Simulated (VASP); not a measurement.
# Ge5H2 in VASP: single point with LDA

Aim: the single point of Ge5H2 with LDA.

Program: VASP 6.6.1. These are calculated values, not measurements. Logs are shortened: lines on timing, memory, paths and dates and some standing lists are left out, and cuts for length are marked.

## (1) The cell of the first run

The cell holds a slab with vacuum, 28 atoms: a = 7.950 Å, b = 7.950 Å, c = 19.378 Å, α = 90.00°, β = 90.00°, γ = 90.00°.

## (2) Single point, LDA

File INCAR:

```
SYSTEM = Ge5H2
ALGO = Normal ; DIPOL = 0.5 0.5 0.344
EDIFF = 1E-6 ; ENCUT = 520
GGA = CA ; IDIPOL = 3
ISIF = 2 ; ISMEAR = 0
KPAR = 2 ; LASPH = .TRUE.
LCHARG = .FALSE. ; LDIPOL = .TRUE.
LREAL = Auto ; LWAVE = .FALSE.
NBANDS = 164 ; NCORE = 2
NELM = 100 ; PREC = Accurate
SIGMA = 0.05
```

File KPOINTS:

```
k-points
0
G
  3 3 1
  0 0 0
```

File POSCAR:

```
Ge5H2
1.0
    7.9504584305      0.0000000000      0.0000000000
    0.0000000000      7.9504584305      0.0000000000
    0.0000000000      0.0000000000     19.3782629924
Ge H
20 8
Direct
    0.5000000000      0.5000000000      0.2531929680
    0.5000000000      0.0000000000      0.2531929680
    0.0000000000      0.5000000000      0.2531929680
    0.0000000000      0.0000000000      0.2531929680
    0.7500000000      0.5000000000      0.3257204060
    0.7500000000      0.0000000000      0.3257204060
    0.2500000000      0.5000000000      0.3257204060
    0.2500000000      0.0000000000      0.3257204060
    0.7590414741      0.7501341825      0.4027999232
    0.7590414741      0.2498658175      0.4027999232
    0.2345152921      0.7499435415      0.3967290927
    0.2345152921      0.2500564585      0.3967290927
    0.0077366137      0.7502088273      0.4831826927
    0.0077366137      0.2497911727      0.4831826927
    0.4946442299      0.7500053327      0.4725032176
    0.4946442299      0.2499946673      0.4725032176
    0.0607046432      0.0000000000      0.5630255760
    0.0610977346      0.5000000000      0.5630255760
    0.3489697899      0.0000000000      0.5136516856
    0.3491124002      0.5000000000      0.5137677555
    0.5090621173      0.6542935074      0.2055986752
    0.5090621173      0.3457064926      0.2055986752
    0.5090621173      0.1542935074      0.2055986752
    0.5090621173     -0.1542935074      0.2055986752
   -0.0090621173      0.3457064926      0.2055986752
   -0.0090621173      0.6542935074      0.2055986752
   -0.0090621173     -0.1542935074      0.2055986752
   -0.0090621173      0.1542935074      0.2055986752
```

Potentials or basis: VASP PAW LDA potentials, release 64 (Ge_d, H).

On the command line:

```sh
> cat potpaw_LDA.64/Ge_d/POTCAR potpaw_LDA.64/H/POTCAR > POTCAR
> mpirun -np 4 vasp_std > vasp.out
```

OUTCAR:

```text
SYSTEM = Ge5H2
   EDIFF = 1E-6
   ENCUT = 520
   GGA = CA
   ISIF = 2
   ISMEAR = 0
   LASPH = .TRUE.
   LREAL = Auto
   NELM = 100
   PREC = Accurate

 ion  position               nearest neighbor table
   1  0.500  0.500  0.253-  21 1.54  22 1.54   5 2.43   7 2.43
   2  0.500  0.000  0.253-  23 1.54  24 1.54   6 2.43   8 2.43
   3  0.000  0.500  0.253-  25 1.54  26 1.54   5 2.43   7 2.43
   4  0.000  0.000  0.253-  27 1.54  28 1.54   6 2.43   8 2.43
   5  0.750  0.500  0.326-   1 2.43   3 2.43   9 2.49  10 2.49
   6  0.750  0.000  0.326-   2 2.43   4 2.43   9 2.49  10 2.49
[... 8 lines left out ...]
  15  0.495  0.750  0.473-  19 2.43  20 2.43   9 2.50  11 2.54
  16  0.495  0.250  0.473-  19 2.43  20 2.43  10 2.50  12 2.54
  17  0.061  0.000  0.563-  19 2.48  14 2.55  13 2.55
  18  0.061  0.500  0.563-  20 2.48  14 2.56  13 2.56
  19  0.349  0.000  0.514-  15 2.43  16 2.43  17 2.48
  20  0.349  0.500  0.514-  15 2.43  16 2.43  18 2.48
  21  0.509  0.654  0.206-   1 1.54
  22  0.509  0.346  0.206-   1 1.54
  23  0.509  0.154  0.206-   2 1.54
  24  0.509  0.846  0.206-   2 1.54
  25  0.991  0.346  0.206-   3 1.54
  26  0.991  0.654  0.206-   3 1.54
  27  0.991  0.846  0.206-   4 1.54
  28  0.991  0.154  0.206-   4 1.54

  LATTYP: Found a simple tetragonal cell.
 ALAT       =     7.9504584305
 C/A-ratio  =     2.4373768081

  Lattice vectors:

 A1 = (   7.9504584305,   0.0000000000,   0.0000000000)
 A2 = (   0.0000000000,   7.9504584305,   0.0000000000)
 A3 = (   0.0000000000,   0.0000000000,  19.3782629924)

Analysis of symmetry for initial positions (statically):
=====================================================================
 Subroutine PRICEL returns:
 Original cell was already a primitive cell.

 Routine SETGRP: Setting up the symmetry group for a
 simple tetragonal supercell.

 Subroutine GETGRP returns: Found  2 space group operations
 (whereof  2 operations were pure point group operations)
 out of a pool of 16 trial point group operations.

The static configuration has the point symmetry C_1h.

Analysis of symmetry for dynamics (positions and initial velocities):
=====================================================================
 Subroutine PRICEL returns:
 Original cell was already a primitive cell.

 Routine SETGRP: Setting up the symmetry group for a
 simple tetragonal supercell.

 Subroutine GETGRP returns: Found  2 space group operations
 (whereof  2 operations were pure point group operations)
 out of a pool of 16 trial point group operations.

The dynamic configuration has the point symmetry C_1h.

 Subroutine INISYM returns: Found  2 space group operations
 (whereof  2 operations are pure point group operations),
 and found     1 'primitive' translations

----------------------------------------------------------------------------------------

                                     Primitive cell

  volume of cell :    1224.8959

  direct lattice vectors                    reciprocal lattice vectors
     7.950458431  0.000000000  0.000000000     0.125778911  0.000000000  0.000000000
     0.000000000  7.950458431  0.000000000     0.000000000  0.125778911  0.000000000
     0.000000000  0.000000000 19.378262992     0.000000000  0.000000000  0.051604212

  length of vectors
     7.950458431  7.950458431 19.378262992     0.125778911  0.125778911  0.051604212

  position of ions in fractional coordinates (direct lattice)
     0.500000000  0.500000000  0.253192968
     0.500000000  0.000000000  0.253192968
     0.000000000  0.500000000  0.253192968
     0.000000000  0.000000000  0.253192968
     0.750000000  0.500000000  0.325720406
     0.750000000  0.000000000  0.325720406
[... 20 lines left out ...]
     0.990937883  0.845706493  0.205598675
     0.990937883  0.154293507  0.205598675

  ion indices of the primitive-cell ions
   primitive index   ion index
                 1           1
                 2           2
                 3           3
                 4           4
                 5           5
                 6           6
[... 20 lines left out ...]
                27          27
                28          28

----------------------------------------------------------------------------------------

 KPOINTS: k-points

Automatic generation of k-mesh.
 Grid dimensions read from file:
 generate k-points for:    3    3    1

 Generating k-lattice:

  Cartesian coordinates                     Fractional coordinates (reciprocal lattice)
     0.041926304  0.000000000  0.000000000     0.333333333  0.000000000  0.000000000
     0.000000000  0.041926304  0.000000000     0.000000000  0.333333333  0.000000000
     0.000000000  0.000000000  0.051604212     0.000000000  0.000000000  1.000000000

  Length of vectors
     0.041926304  0.041926304  0.051604212

  Shift w.r.t. Gamma in fractional coordinates (k-lattice)
     0.000000000  0.000000000  0.000000000

 Subroutine IBZKPT returns following result:
 ===========================================

 Found      4 irreducible k-points:

 Following reciprocal coordinates:
            Coordinates               Weight
  0.000000  0.000000  0.000000      1.000000
  0.333333  0.000000  0.000000      2.000000
  0.000000  0.333333  0.000000      2.000000
  0.333333  0.333333  0.000000      4.000000
   k-points           NKPTS =      4   k-points in BZ     NKDIM =      4   number of bands    NBANDS=    164
   number of dos      NEDOS =    301   number of ions     NIONS =     28
   total plane-waves  NPLWV = 518400
   dimension x,y,z NGX =    60 NGY =   60 NGZ =  144
   dimension x,y,z NGXF=   120 NGYF=  120 NGZF=  288
   ions per type =              20   8
   NGX,Y,Z   is equivalent  to a cutoff of  12.55, 12.55, 12.35 a.u.
   NGXF,Y,Z  is equivalent  to a cutoff of  25.09, 25.09, 24.71 a.u.
 SYSTEM =  Ge5H2
   PREC   = accura    normal or accurate (medium, high low for compatibility)
   ISTART =      0    job   : 0-new  1-cont  2-samecut
   ICHARG =      2    charge: 1-file 2-atom 10-const
   ISPIN  =      1    spin polarized calculation?
   LNONCOLLINEAR =      F non collinear calculations
   LSORBIT =      F    spin-orbit coupling
   LASPH  =      T    aspherical Exc in radial PAW
   ENCUT  =  520.0 eV  38.22 Ry    6.18 a.u.  14.78 14.78 36.03*2*pi/ulx,y,z
   NELM   =    100;   NELMIN=  2; NELMDL= -5     # of ELM steps
   EDIFF  = 0.1E-05   stopping-criterion for ELM
   LREAL  =      T    real-space projection
   EDIFFG = 0.1E-04   stopping-criterion for IOM
   NSW    =      0    number of steps for IOM
   IBRION =     -1    ionic relax: 0-MD 1-quasi-New 2-CG
   NFREE  =      0    steps in history (QN), initial steepest desc. (CG)
   ISIF   =      2    stress and relaxation
   ISYM   =      2    0-nonsym 1-usesym 2-fastsym
   POTIM  = 0.5000    time-step for ionic-motion
   TEBEG  =    0.0;   TEEND  =   0.0 temperature during run
   PSTRESS=    0.0 pullay stress
   NELECT =     288.0000    total number of electrons
   NUPDOWN=      -1.0000    fix difference up-down
   EMIN   =  10.00;   EMAX   =-10.00  energy-range for DOS
   EFERMI =   0.00;   METHOD = LEGACY
   ISMEAR =     0;   SIGMA  =   0.05  broadening in eV -4-tet -1-fermi 0-gaus
   EFERMI_NEDOS =   21; number of points for ismear=-14 and -15
   IALGO  =     38    algorithm
   IMIX   =      4    mixing-type and parameters
     AMIX     =   0.40;   BMIX     =  1.00
     AMIX_MAG =   1.60;   BMIX_MAG =  1.00
  volume/ion in A,a.u.               =      43.75       295.21
  Fermi-wavevector in a.u.,A,eV,Ry     =   1.010429  1.909435 13.891104  1.020967
  Thomas-Fermi vector in A             =   2.143418
   LORBIT       =      0    0 simple, 1 ext, 2 COOP (PROOUT), +10 PAW based schemes
   GGA     = CA    functional components
   LHFCALC =     F    Hartree Fock is set to
   AEXX    =    0.0000 exact exchange contribution
   IVDW    =     0    specifies the selected vdW correction
   LEPSILON=     F    determine dielectric tensor
   LRPA    =     F    only Hartree local field effects (RPA)
 non-spin polarized calculation
 Gauss-broadening in eV      SIGMA  =   0.05
  energy-cutoff  :      520.00
  volume of cell :     1224.90
 maximum number of plane-waves:     33008
 NGX is ok and might be reduce to    60
   NGX = 29   NGY = 29   NGZ = 73

 dipolmoment           0.000000      0.000000     -0.000598 electrons x Angstroem

 number of electron     287.9999826 magnetization

 dipolmoment           0.000000      0.000000      0.075024 electrons x Angstroem

 Free energy of the ion-electron system (eV)
  ---------------------------------------------------
  ext. energy  EPLUGINS =         0.00000000
  ---------------------------------------------------
  free energy    TOTEN  =      -124.25300913 eV

  energy without entropy =     -124.25300742  energy(sigma->0) =     -124.25300827

 E-fermi :  -1.0340     XC(G=0):  -4.8107

 val. band max:       -1.1831403749   @ k =   0.3333   0.0000   0.0000
 cond. band min:      -0.8848069835   @ k =   0.3333   0.0000   0.0000
 fundamental gap:      0.2983333914
 Fermi energy:        -1.0339966688

 k-point     1 :       0.0000    0.0000    0.0000
  band No.  band energies     occupation
      1     -26.2301      2.00000
      2     -26.2256      2.00000
      3     -26.1845      2.00000
      4     -26.1818      2.00000
      5     -26.1477      2.00000
      6     -26.1453      2.00000
[... 148 lines left out ...]
    155       1.0210      0.00000
    156       1.1671      0.00000

 k-point     2 :       0.3333    0.0000    0.0000
  band No.  band energies     occupation
      1     -26.2301      2.00000
      2     -26.2257      2.00000
      3     -26.1845      2.00000
      4     -26.1818      2.00000
      5     -26.1478      2.00000
      6     -26.1453      2.00000
[... 148 lines left out ...]
    155       1.6195      0.00000
    156       1.7285      0.00000

 k-point     3 :       0.0000    0.3333    0.0000
  band No.  band energies     occupation
      1     -26.2291      2.00000
      2     -26.2267      2.00000
      3     -26.1841      2.00000
      4     -26.1825      2.00000
      5     -26.1472      2.00000
      6     -26.1458      2.00000
[... 148 lines left out ...]
    155       1.4293      0.00000
    156       1.7435      0.00000

 k-point     4 :       0.3333    0.3333    0.0000
  band No.  band energies     occupation
      1     -26.2291      2.00000
      2     -26.2267      2.00000
      3     -26.1841      2.00000
      4     -26.1825      2.00000
      5     -26.1472      2.00000
      6     -26.1458      2.00000
[... 148 lines left out ...]
    155       1.7944      0.00000
    156       1.8040      0.00000
 [bands above 156 left out]

------------------------ aborting loop because EDIFF is reached ----------------------------------------

 vacuum level on the upper side and lower side of the slab       (xc-potential included)        -0.104        -0.254

  FORCE on cell =-STRESS in cart. coord.  units (eV):
  Direction    XX          YY          ZZ          XY          YZ          ZX
  --------------------------------------------------------------------------------------
  -------------------------------------------------------------------------------------
  Total       -7.0633745      6.1160601     -6.2715248      0.0000000      0.0000000     -0.0402182
  in kB       -9.2389714      7.9998739     -8.2032233      0.0000000      0.0000000     -0.0526058
  external PRESSURE =      -3.1474403 kB  Pullay stress =       0.0000000 kB

 VOLUME and BASIS-vectors are now :
 -----------------------------------------------------------------------------
  energy-cutoff  :      520.00
  volume of cell :     1224.90
      direct lattice vectors                 reciprocal lattice vectors
     7.950458431  0.000000000  0.000000000     0.125778911  0.000000000  0.000000000
     0.000000000  7.950458431  0.000000000     0.000000000  0.125778911  0.000000000
     0.000000000  0.000000000 19.378262992     0.000000000  0.000000000  0.051604212

 POSITION                                       TOTAL-FORCE (eV/Angst)
 -----------------------------------------------------------------------------------
      3.97523      3.97523      4.90644         0.088983      0.000000      0.281532
      3.97523      0.00000      4.90644         0.087681      0.000000      0.280958
      0.00000      3.97523      4.90644        -0.036227      0.000000      0.221082
      0.00000      0.00000      4.90644        -0.034666      0.000000      0.221089
      5.96284      3.97523      6.31190         0.030779      0.000000      0.500236
      5.96284      0.00000      6.31190         0.028899      0.000000      0.489050
[... 20 lines left out ...]
      7.87841      6.72375      3.98415         0.029168      0.011346     -0.009443
      7.87841      1.22670      3.98415         0.029168     -0.011346     -0.009443
 -----------------------------------------------------------------------------------
    total drift:                                0.002496      0.000000     -0.001748

  FREE ENERGIE OF THE ION-ELECTRON SYSTEM (eV)
  ---------------------------------------------------
  free  energy   TOTEN  =      -124.2530091322 eV

  energy  without entropy=     -124.2530074168  energy(sigma->0) =     -124.25300827

 vacuum level on the upper side and lower side of the slab         3.401         3.245
```

Run time: 7.9 min. Hardware: 4 MPI ranks of Intel Xeon Platinum 8488C (Sapphire Rapids), shared host; peak memory 0.6 GiB.

What came out:

```
Free energy            : -124.2530 eV
Largest force          : 0.510 eV/Å
Band gap on the k mesh : 0.30 eV
```

Forces on the atoms (eV/Å):
```
Ge   0.089  0.000  0.282
Ge   0.088  0.000  0.281
Ge  -0.036  0.000  0.221
Ge  -0.035  0.000  0.221
Ge   0.031  0.000  0.500
Ge   0.029  0.000  0.489
Ge  -0.054  0.000 -0.508
Ge  -0.053  0.000 -0.503
Ge  -0.011 -0.010  0.005
Ge  -0.011  0.010  0.005
Ge  -0.003  0.006 -0.005
Ge  -0.003 -0.006 -0.005
Ge   0.006 -0.013  0.003
Ge   0.006  0.013  0.003
Ge   0.014 -0.001  0.005
Ge   0.014  0.001  0.005
Ge  -0.003  0.000 -0.501
Ge  -0.023  0.000 -0.507
Ge   0.000  0.000  0.011
Ge   0.008  0.000 -0.003
H   -0.043 -0.002  0.010
H   -0.043  0.002  0.010
H   -0.043 -0.002  0.009
H   -0.043  0.002  0.009
H    0.030  0.011 -0.010
H    0.030 -0.011 -0.010
H    0.029  0.011 -0.009
H    0.029 -0.011 -0.009
```

Levels at points of the mesh, in eV from the valence-band top:
| k point | band 140 | band 141 | band 142 | band 143 | band 144 | band 145 | band 146 | band 147 | band 148 | band 149 |
| --- | --- | --- | --- | --- | --- | --- | --- | --- | --- | --- |
| (0.00, 0.00, 0.00) | -0.95 | -0.88 | -0.72 | -0.50 | -0.16 | 0.33 | 0.37 | 0.52 | 0.98 | 1.33 |
